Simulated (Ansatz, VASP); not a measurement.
**SnO2: VASP beside Ansatz**

```
Sn O
1.0
     1.58408    0.91457    4.70259
    -1.58408    0.91457    4.70259
     0.00000   -1.82914    4.70259
Sn O
1 2
Cartesian
  0.0000 0.0000 7.0539
  0.0000 0.0000 10.7618
  0.0000 0.0000 3.3459
```

Change from the starting cell: volume scaled by 0.94.

Alike in both runs: task single point; functional PBE; k mesh 10 × 10 × 10; occupations fermi-dirac, width 0.05 eV; no spin polarisation.

|  | VASP | Ansatz |
| --- | --- | --- |
| version | VASP 6.6.1 | Ansatz 0.2.0 |
| potentials or method | VASP PAW PBE potentials, release 64 (Sn_d, O), cutoff 520 eV | all-electron LAPW, scalar-relativistic |

Ansatz gave:

```
gap on the k mesh at the Fermi level (eV)                     : 2.36
least direct gap on the mesh (eV)                             : 2.53
pressure (GPa)                                                : 9.4
traceless stress, the component that is largest in VASP (GPa) : -4.21
rms of the force components (eV/Å)                            : 0.269
```

Task: Estimate VASP's values.

Result: gap on the k mesh at the Fermi level (eV): 2.33; least direct gap on the mesh (eV): 2.50; pressure (GPa): 10.1; traceless stress, the component that is largest in VASP (GPa): -4.67; rms of the force components (eV/Å): 0.298.

Atom by atom the forces differ by 0.029 eV/Å (rms over components). Ansatz ran all-electron here, and VASP with PAW potentials.
